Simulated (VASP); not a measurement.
CdTeSe3: single point with PBE

Crystal: CdTeSe3.

```
CELL_PARAMETERS angstrom
3.04702 1.75920 4.44991
-3.04702 1.75920 4.44991
0.00000 -3.51839 4.44991
ATOMIC_POSITIONS crystal
Cd 0.37871 0.37871 0.37871
Te 0.87913 0.87913 0.87913
Se 0.37865 0.87871 0.37865
Se 0.37865 0.37865 0.87871
Se 0.87871 0.37865 0.37865
```

The cell was built from a structure type or drawn by symmetry, and may not be a known phase.

```
Program             : VASP 6.6.1
Task                : single point
Functional          : PBE
Potentials or basis : VASP PAW PBE potentials, release 64 (Cd, Te, Se)
Cutoff              : 520 eV
k mesh              : 12 × 12 × 12
Occupations         : gaussian, width 0.1 eV
Spin                : no spin polarisation
```

```yaml
Pressure: 0.1 GPa
Band_gap_on_the_k_mesh: zero (bands 18 and 19 overlap by 2.05 eV)
```

Stress tensor (GPa, compression positive):
```
0.04 0.00 0.00
0.00 0.04 0.00
0.00 0.00 0.19
```

Levels at points of the mesh, in eV from the Fermi level:
| k point | band 14 | band 15 | band 16 | band 17 | band 18 | band 19 | band 20 | band 21 | band 22 | band 23 |
| --- | --- | --- | --- | --- | --- | --- | --- | --- | --- | --- |
| (0.00, 0.00, 0.00) | -2.02 | -2.02 | -1.10 | -0.34 | 0.44 | 0.98 | 0.98 | 3.72 | 3.72 | 4.25 |
| (0.50, 0.00, 0.00) | -2.63 | -1.80 | -1.77 | -1.53 | -0.98 | -0.86 | 1.35 | 1.88 | 2.68 | 3.94 |
| (0.50, 0.50, 0.00) | -2.08 | -1.98 | -1.48 | -1.01 | -0.71 | -0.23 | 1.50 | 2.67 | 3.31 | 4.23 |
| (0.50, 0.50, 0.50) | -0.74 | -0.74 | -0.13 | 0.50 | 1.19 | 1.19 | 3.52 | 3.52 | 3.72 | 3.72 |

It took 4.5 min on 1 thread of Intel(R) Xeon(R) 6975P-C (Granite Rapids), on a shared host, peak memory 0.78 GiB.

Caveat: spin-orbit coupling is left out, which moves the levels of the heavy elements.
